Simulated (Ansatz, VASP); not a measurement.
# Sn32HO31 in VASP and in Ansatz

```
Sn H O
1.0
    -7.59720   -7.59720    0.00000
     7.59720   -7.59720    0.00000
     0.00000    7.59720    9.68160
Sn H O
32 1 31
Direct
  0.93281 0.18449 0.62434
  0.93242 0.20073 0.13302
  0.69213 0.43987 0.62451
  0.93834 0.68672 0.12342
  0.43350 0.19161 0.62524
  0.68052 0.44266 0.12354
  0.93370 0.68451 0.61867
  0.43679 0.18551 0.12313
  0.68662 0.93749 0.12308
  0.19226 0.43347 0.62518
  0.44343 0.68074 0.12351
  0.68504 0.93391 0.61855
  0.18539 0.43686 0.12334
  0.43931 0.69148 0.62407
  0.20147 0.93262 0.13357
  0.18490 0.93255 0.62414
  0.81955 0.31251 0.37986
  0.56089 0.06728 0.38001
  0.81004 0.31369 0.87851
  0.56511 0.06817 0.87841
  0.81089 0.81058 0.87526
  0.31987 0.31899 0.38007
  0.56536 0.56456 0.87476
  0.81350 0.81296 0.37417
  0.06082 0.06085 0.38004
  0.30972 0.31016 0.87471
  0.56090 0.56094 0.37421
  0.06474 0.06491 0.87519
  0.31350 0.81016 0.87846
  0.06882 0.56528 0.87860
  0.31301 0.81899 0.37973
  0.06680 0.56057 0.37977
  0.96964 0.97019 0.93963
  0.00074 0.00045 0.51112
  0.00902 0.50003 0.50916
  0.49596 0.99578 0.99181
  0.74813 0.24773 0.49566
  0.99592 0.49603 0.99161
  0.50028 0.00890 0.50895
  0.75272 0.26174 0.01465
  0.51079 0.51061 0.51136
  0.75662 0.75602 0.00513
  0.24428 0.24381 0.48787
  0.49344 0.49318 0.98659
  0.74439 0.74426 0.48873
  0.24906 0.24930 0.00526
  0.26259 0.75322 0.01499
  0.24761 0.74752 0.49520
  0.75814 0.00533 0.00148
  0.00254 0.24861 0.50658
  0.74340 0.99783 0.49408
  0.99538 0.24304 0.00040
  0.75093 0.49599 0.49402
  0.00572 0.75805 0.00078
  0.24351 0.99635 0.00163
  0.50483 0.25792 0.50676
  0.75023 0.50409 0.00245
  0.99869 0.74374 0.49547
  0.24823 0.00145 0.50530
  0.49729 0.25129 0.00060
  0.25723 0.50354 0.50504
  0.50372 0.74902 0.00055
  0.25237 0.49844 0.00224
  0.49677 0.75143 0.49525
```

Alike in both runs: task single point; functional PBE; k mesh 1 × 1 × 1; occupations gaussian, width 0.05 eV; collinear spin.

|  | VASP | Ansatz |
| --- | --- | --- |
| version | VASP 6.6.1 | Ansatz 0.2.0 |
| potentials or method | VASP PAW PBE potentials, release 64 (Sn_d, H, O), cutoff 520 eV | scalar-relativistic, plane waves, PAW |
| valence electrons in the cell | 635 | 635 |

```tsv
	VASP	Ansatz	Ansatz less VASP
gap on the k mesh at the Fermi level (eV)	0.42	0.13	-0.296
rms of the force components (eV/Å)	0.030	0.008	-0.0222
```

Atom by atom the forces differ by 0.031 eV/Å (rms over components). One of these differences is far larger than is usual between the two programs; its cause wasn't traced. The functional is the same, so the differences come from potentials, cutoffs and numerics. Ansatz's warnings: stability check not made.
